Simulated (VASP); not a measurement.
# In15P16 (a cell with a defect) in VASP: single point with PBE

Aim: the single point of In15P16 (a cell with a defect) with PBE.

All numbers are computed with VASP 6.6.1; they aren't measurements. Logs are shortened: lines on timing, memory, paths and dates and some standing lists are left out, and cuts for length are marked.

## Step 1: The cell of the first run

The cell holds a defect, 31 atoms: a = 10.323 Å, b = 10.323 Å, c = 10.323 Å, α = 109.47°, β = 109.47°, γ = 109.47°.

## Step 2: Single point, PBE, collinear spin (atoms taken out, then relaxed in part)

INCAR

```
SYSTEM = In15P16
  PREC = Accurate
  ENCUT = 400
  EDIFF = 1E-6
  ISMEAR = 0
  SIGMA = 0.02
  LREAL = Auto
  LASPH = .True.
  NELM = 200
  ALGO = Normal
  ISIF = 2
  LWAVE = .False.
  LCHARG = .True.
  ISPIN = 2
  MAGMOM = 0 0 0 0 0 0 0 0 0 0 0 0 0 0 0 0.25 0 0 0.25 0 0.25 0 0 0 0 0 0 0.25 0 0 0
  LORBIT = 11
  GGA = PE
  LVHAR = .True.
  NBANDS = 162
  GGA_COMPAT = .False.
  KPAR = 2
  NCORE = 2
```

KPOINTS

```
Automatic mesh
0
Gamma
  2 2 2
  0.5 0.5 0.5
```

POSCAR

```
In15P16
1.0
   -5.9597880289      5.9597880289      5.9597880289
    5.9597880289     -5.9597880289      5.9597880289
    5.9597880289      5.9597880289     -5.9597880289
In P
15 16
Direct
    0.5000000000      0.7460435631      0.7515781038
    0.5000000000      0.0000000000      0.5000000000
    0.7460435631      0.2515781038      0.0000000000
    0.5000000000      0.2515781038      0.2460435631
    0.7460435631      0.5000000000      0.7515781038
    0.7484218962      0.7484218962      0.4944654593
    0.0000000000      0.0000000000      0.0000000000
    0.7484218962     -0.0055345407      0.2484218962
    0.0055345407      0.2539564369      0.7539564369
    0.0000000000      0.5000000000      0.5000000000
    0.2515781038      0.7460435631      0.0000000000
   -0.0055345407      0.7484218962      0.2484218962
    0.2539564369      0.0055345407      0.7539564369
    0.2539564369      0.2539564369      0.5055345407
    0.2515781038      0.5000000000      0.2460435631
    0.2599693459      0.5000000000      0.0000000000
    0.2509367629      0.7510602404      0.7509367629
    0.2489397596     -0.0001234774      0.4998765226
    0.5000000000      0.2599693459      0.0000000000
    0.2509367629      0.2509367629      0.2510602404
    0.5000000000      0.5000000000      0.7599693459
    0.5000000000      0.7490632371      0.5001234774
    0.7490632371      0.0001234774      0.0000000000
    0.5000000000      0.0001234774      0.2490632371
    0.7510602404      0.2509367629      0.7509367629
    0.7490632371      0.5000000000      0.5001234774
    0.0001234774      0.7490632371      0.0000000000
    0.7400306541      0.7400306541      0.2400306541
   -0.0001234774     -0.0001234774      0.7489397596
   -0.0001234774      0.2489397596      0.4998765226
    0.0001234774      0.5000000000      0.2490632371
```

Potentials or basis: VASP PAW PBE potentials, release 64 (In_d, P).

On the command line:

```
$ cat potpaw_PBE.64/In_d/POTCAR potpaw_PBE.64/P/POTCAR > POTCAR
$ mpirun -np 4 vasp_std > vasp.out
```

OUTCAR:

```text
SYSTEM = In15P16
   PREC = Accurate
   ENCUT = 400
   EDIFF = 1E-6
   ISMEAR = 0
   LREAL = Auto
   LASPH = .True.
   NELM = 200
   ISIF = 2
   ISPIN = 2
   LORBIT = 11
   GGA = PE

 ion  position               nearest neighbor table
   1  0.500  0.746  0.752-  21 2.57  23 2.59  17 2.59  22 2.61
   2  0.500  0.000  0.500-  22 2.59  24 2.59  25 2.59  18 2.59
   3  0.746  0.252  0.000-  19 2.57  31 2.59  25 2.59  23 2.61
   4  0.500  0.252  0.246-  19 2.57  26 2.59  20 2.59  24 2.61
   5  0.746  0.500  0.752-  21 2.57  27 2.59  25 2.59  26 2.61
   6  0.748  0.748  0.494-  28 2.57  26 2.59  22 2.59  29 2.61
   7  0.000  0.000  0.000-  23 2.59  27 2.59  20 2.59  29 2.59
   8  0.748  0.994  0.248-  28 2.57  24 2.59  23 2.59  30 2.61
   9  0.006  0.254  0.754-  16 2.57  29 2.59  30 2.59  25 2.61
  10  0.000  0.500  0.500-  26 2.59  31 2.59  17 2.59  30 2.59
  11  0.252  0.746  0.000-  16 2.57  24 2.59  17 2.59  27 2.61
  12  0.994  0.748  0.248-  28 2.57  27 2.59  31 2.59  18 2.61
  13  0.254  0.006  0.754-  19 2.57  18 2.59  29 2.59  17 2.61
  14  0.254  0.254  0.506-  21 2.57  18 2.59  30 2.59  20 2.61
  15  0.252  0.500  0.246-  16 2.57  22 2.59  20 2.59  31 2.61
  16  0.260  0.500  0.000-   9 2.57  11 2.57  15 2.57
  17  0.251  0.751  0.751-  11 2.59   1 2.59  10 2.59  13 2.61
  18  0.249  1.000  0.500-  13 2.59  14 2.59   2 2.59  12 2.61
  19  0.500  0.260  0.000-  13 2.57   4 2.57   3 2.57
  20  0.251  0.251  0.251-   4 2.59  15 2.59   7 2.59  14 2.61
  21  0.500  0.500  0.760-   1 2.57   5 2.57  14 2.57
  22  0.500  0.749  0.500-   6 2.59  15 2.59   2 2.59   1 2.61
  23  0.749  0.000  0.000-   1 2.59   8 2.59   7 2.59   3 2.61
  24  0.500  0.000  0.249-   8 2.59  11 2.59   2 2.59   4 2.61
  25  0.751  0.251  0.751-   3 2.59   5 2.59   2 2.59   9 2.61
  26  0.749  0.500  0.500-   4 2.59   6 2.59  10 2.59   5 2.61
  27  0.000  0.749  0.000-   5 2.59  12 2.59   7 2.59  11 2.61
  28  0.740  0.740  0.240-   6 2.57   8 2.57  12 2.57
  29  1.000  1.000  0.749-   9 2.59  13 2.59   7 2.59   6 2.61
  30  1.000  0.249  0.500-   9 2.59  14 2.59  10 2.59   8 2.61
  31  0.000  0.500  0.249-   3 2.59  12 2.59  10 2.59  15 2.61

  LATTYP: Found a body centered cubic cell.
 ALAT       =    11.9195760578

  Lattice vectors:

 A1 = (  -5.9597880289,   5.9597880289,   5.9597880289)
 A2 = (   5.9597880289,  -5.9597880289,   5.9597880289)
 A3 = (   5.9597880289,   5.9597880289,  -5.9597880289)

Analysis of symmetry for initial positions (statically):
=====================================================================
 Subroutine PRICEL returns:
 Original cell was already a primitive cell.

 Routine SETGRP: Setting up the symmetry group for a
 body centered cubic supercell.

 Subroutine GETGRP returns: Found 24 space group operations
 (whereof  8 operations were pure point group operations)
 out of a pool of 48 trial point group operations.

The static configuration has the point symmetry D_2d.
 The point group associated with its full space group is T_d .

Analysis of symmetry for dynamics (positions and initial velocities):
=====================================================================
 Subroutine PRICEL returns:
 Original cell was already a primitive cell.

 Routine SETGRP: Setting up the symmetry group for a
 body centered cubic supercell.

 Subroutine GETGRP returns: Found 24 space group operations
 (whereof  8 operations were pure point group operations)
 out of a pool of 48 trial point group operations.

The dynamic configuration has the point symmetry D_2d.
 The point group associated with its full space group is T_d .

Analysis of structural, dynamic, and magnetic symmetry:
=====================================================================
 Subroutine PRICEL returns:
 Original cell was already a primitive cell.

 Routine SETGRP: Setting up the symmetry group for a
 body centered cubic supercell.

 Subroutine GETGRP returns: Found 24 space group operations
 (whereof  8 operations were pure point group operations)
 out of a pool of 48 trial point group operations.

The overall configuration has the point symmetry D_2d.
 The point group associated with its full space group is T_d .

 Subroutine INISYM returns: Found 24 space group operations
 (whereof  8 operations are pure point group operations),
 and found     1 'primitive' translations

----------------------------------------------------------------------------------------
[... 117 lines left out ...]
   NGXF,Y,Z  is equivalent  to a cutoff of  22.55, 22.55, 22.55 a.u.
 SYSTEM =  In15P16
   PREC   = accura    normal or accurate (medium, high low for compatibility)
   ISTART =      0    job   : 0-new  1-cont  2-samecut
   ICHARG =      2    charge: 1-file 2-atom 10-const
   ISPIN  =      2    spin polarized calculation?
   LNONCOLLINEAR =      F non collinear calculations
   LSORBIT =      F    spin-orbit coupling
   LASPH  =      T    aspherical Exc in radial PAW
   ENCUT  =  400.0 eV  29.40 Ry    5.42 a.u.  16.83 16.83 16.83*2*pi/ulx,y,z
   NELM   =    200;   NELMIN=  2; NELMDL= -5     # of ELM steps
   EDIFF  = 0.1E-05   stopping-criterion for ELM
   LREAL  =      T    real-space projection
   EDIFFG = 0.1E-04   stopping-criterion for IOM
   NSW    =      0    number of steps for IOM
   IBRION =     -1    ionic relax: 0-MD 1-quasi-New 2-CG
   NFREE  =      0    steps in history (QN), initial steepest desc. (CG)
   ISIF   =      2    stress and relaxation
   ISYM   =      2    0-nonsym 1-usesym 2-fastsym
   POTIM  = 0.5000    time-step for ionic-motion
   TEBEG  =    0.0;   TEEND  =   0.0 temperature during run
   PSTRESS=    0.0 pullay stress
   NELECT =     275.0000    total number of electrons
   NUPDOWN=      -1.0000    fix difference up-down
   EMIN   =  10.00;   EMAX   =-10.00  energy-range for DOS
   EFERMI =   0.00;   METHOD = LEGACY
   ISMEAR =     0;   SIGMA  =   0.02  broadening in eV -4-tet -1-fermi 0-gaus
   EFERMI_NEDOS =   21; number of points for ismear=-14 and -15
   IALGO  =     38    algorithm
   IMIX   =      4    mixing-type and parameters
     AMIX     =   0.40;   BMIX     =  1.00
     AMIX_MAG =   1.60;   BMIX_MAG =  1.00
  volume/ion in A,a.u.               =      27.31       184.33
  Fermi-wavevector in a.u.,A,eV,Ry     =   1.125300  2.126508 17.229053  1.266300
  Thomas-Fermi vector in A             =   2.261976
   LORBIT       =     11    0 simple, 1 ext, 2 COOP (PROOUT), +10 PAW based schemes
   GGA     = PE    functional components
   LHFCALC =     F    Hartree Fock is set to
   AEXX    =    0.0000 exact exchange contribution
   IVDW    =     0    specifies the selected vdW correction
   LEPSILON=     F    determine dielectric tensor
   LRPA    =     F    only Hartree local field effects (RPA)
 spin polarized calculation
 Gauss-broadening in eV      SIGMA  =   0.02
  energy-cutoff  :      400.00
  volume of cell :      846.74
 maximum number of plane-waves:     15375
 NGX is ok and might be reduce to    70
   NGX = 33   NGY = 33   NGZ = 33

 number of electron     274.9999996 magnetization       1.4999726

 Free energy of the ion-electron system (eV)
  ---------------------------------------------------
  ext. energy  EPLUGINS =         0.00000000
  ---------------------------------------------------
  free energy    TOTEN  =      -127.54915253 eV

  energy without entropy =     -127.54701252  energy(sigma->0) =     -127.54808253

 E-fermi :   4.0035     XC(G=0):  -8.9095

 val. band max:        3.9751611092   @ k =  -0.2500   0.2500   0.2500
 cond. band min:       4.0274879358   @ k =   0.2500   0.2500   0.2500
 fundamental gap:      0.0523268265
 Fermi energy:         4.0035113199

 spin component 1

 k-point     1 :       0.2500    0.2500    0.2500
  band No.  band energies     occupation
      1      -9.9494      1.00000
      2      -9.9494      1.00000
      3      -9.9494      1.00000
      4      -9.9486      1.00000
      5      -9.9486      1.00000
      6      -9.9486      1.00000
[... 293 lines left out ...]
    148       7.0992      0.00000
    149       7.2336      0.00000
 Fermi energy:         4.0035113199

 spin component 2

 k-point     1 :       0.2500    0.2500    0.2500
  band No.  band energies     occupation
      1      -9.9463      1.00000
      2      -9.9463      1.00000
      3      -9.9463      1.00000
      4      -9.9456      1.00000
      5      -9.9456      1.00000
      6      -9.9451      1.00000
[... 293 lines left out ...]
    148       7.1209      0.00000
    149       7.2563      0.00000
 [bands above 149 left out]

------------------------ aborting loop because EDIFF is reached ----------------------------------------

  FORCE on cell =-STRESS in cart. coord.  units (eV):
  Direction    XX          YY          ZZ          XY          YZ          ZX
  --------------------------------------------------------------------------------------
  -------------------------------------------------------------------------------------
  Total       -4.3205181     -4.3205181     -4.3205181     -0.0000000     -0.0000000      0.0000000
  in kB       -8.1751170     -8.1751170     -8.1751170     -0.0000000     -0.0000000      0.0000000
  external PRESSURE =      -8.1751170 kB  Pullay stress =       0.0000000 kB

 VOLUME and BASIS-vectors are now :
 -----------------------------------------------------------------------------
  energy-cutoff  :      400.00
  volume of cell :      846.74
      direct lattice vectors                 reciprocal lattice vectors
    -5.959788029  5.959788029  5.959788029     0.000000000  0.083895601  0.083895601
     5.959788029 -5.959788029  5.959788029     0.083895601  0.000000000  0.083895601
     5.959788029  5.959788029 -5.959788029     0.083895601  0.083895601  0.000000000

 POSITION                                       TOTAL-FORCE (eV/Angst)
 -----------------------------------------------------------------------------------
      5.94561      3.01288      2.94691         0.001023     -0.001127      0.001127
      0.00000      5.95979      0.00000        -0.000000      0.000000     -0.000000
     -2.94691      2.94691      5.94561        -0.001127      0.001127      0.001023
     -0.01417      2.94691      3.01288         0.001023      0.001127     -0.001127
      3.01288      5.94561      2.94691        -0.001127      0.001023      0.001127
      2.94691      2.94691      5.97396         0.001127      0.001127     -0.001023
[... 23 lines left out ...]
     -1.49627      7.45458      4.46352        -0.001853      0.000613     -0.001853
      4.46352     -1.49479      1.49627        -0.001853     -0.000613      0.001853
 -----------------------------------------------------------------------------------
    total drift:                               -0.000087     -0.000087     -0.000119

  FREE ENERGIE OF THE ION-ELECTRON SYSTEM (eV)
  ---------------------------------------------------
  free  energy   TOTEN  =      -127.5491525281 eV

  energy  without entropy=     -127.5470125242  energy(sigma->0) =     -127.54808253

 total charge

# of ion       s       p       d       tot
------------------------------------------
    1        0.830   0.707   9.890  11.426
    2        0.830   0.704   9.890  11.424
    3        0.830   0.707   9.890  11.426
    4        0.830   0.707   9.890  11.426
    5        0.830   0.707   9.890  11.426
    6        0.830   0.707   9.890  11.426
[... 23 lines left out ...]
   30        1.040   1.452   0.000   2.493
   31        1.040   1.452   0.000   2.493
--------------------------------------------------
tot         29.226  33.517 148.344 211.087

 magnetization (x)

# of ion       s       p       d       tot
------------------------------------------
    1       -0.002   0.002   0.003   0.003
    2       -0.002   0.005   0.001   0.005
    3       -0.002   0.002   0.003   0.003
    4       -0.002   0.002   0.003   0.003
    5       -0.002   0.002   0.003   0.003
    6       -0.002   0.002   0.003   0.003
[... 23 lines left out ...]
   30        0.000   0.015   0.000   0.016
   31        0.000   0.015   0.000   0.016
--------------------------------------------------
tot          0.015   0.678   0.037   0.729
```

Run time: 6.4 min. Hardware: 4 MPI ranks of Oxide Virtual Turin-like, shared host; peak memory 0.62 GiB.

Results:

```
Free energy                                           : -127.5492 eV
Pressure                                              : -0.8 GPa
Largest force                                         : 0.006 eV/Å
Net moment                                            : 1.50 μB per cell
Site moments                                          : In +0.00, +0.01 (each value once); P +0.12, +0.02 (each value once) μB
Valence electrons inside the program's atomic spheres : In 11.43, 11.42 (each value once); P 2.45, 2.49 (each value once)
```

Forces on the atoms (eV/Å):
```
In   0.001 -0.001  0.001
In   0.000  0.000  0.000
In  -0.001  0.001  0.001
In   0.001  0.001 -0.001
In  -0.001  0.001  0.001
In   0.001  0.001 -0.001
In   0.000  0.000  0.000
In   0.001 -0.001  0.001
In  -0.001 -0.001 -0.001
In   0.000  0.000  0.000
In   0.001 -0.001  0.001
In  -0.001  0.001  0.001
In  -0.001 -0.001 -0.001
In  -0.001 -0.001 -0.001
In   0.001  0.001 -0.001
P   -0.003  0.003  0.003
P    0.002  0.001  0.002
P    0.001 -0.002 -0.002
P    0.003 -0.003  0.003
P    0.002  0.002  0.001
P    0.003  0.003 -0.003
P   -0.001  0.002 -0.002
P    0.002 -0.002 -0.001
P   -0.001 -0.002  0.002
P    0.001  0.002  0.002
P    0.002 -0.001 -0.002
P   -0.002  0.002 -0.001
P   -0.003 -0.003 -0.003
P   -0.002 -0.002  0.001
P   -0.002  0.001 -0.002
P   -0.002 -0.001  0.002
```

Levels at points of the mesh, in eV from the Fermi level:
Spin up:
| k point | band 133 | band 134 | band 135 | band 136 | band 137 | band 138 | band 139 | band 140 | band 141 | band 142 |
| --- | --- | --- | --- | --- | --- | --- | --- | --- | --- | --- |
| (0.25, 0.25, 0.25) | -0.25 | -0.25 | -0.25 | -0.25 | 0.02 | 0.02 | 0.02 | 1.97 | 1.97 | 1.97 |
Spin down:
```tsv
k point	band 133	band 134	band 135	band 136	band 137	band 138	band 139	band 140
(0.25, 0.25, 0.25)	-0.22	-0.22	-0.22	-0.22	0.28	0.28	0.28	2.00
```

Caveat: the k points lie up to 0.37 Å⁻¹ apart; the cell differs from its parent crystal (atoms taken out, then relaxed in part); a moment this small can come from the mesh or the smearing; spin-orbit coupling is left out, which moves the levels of the heavy elements.
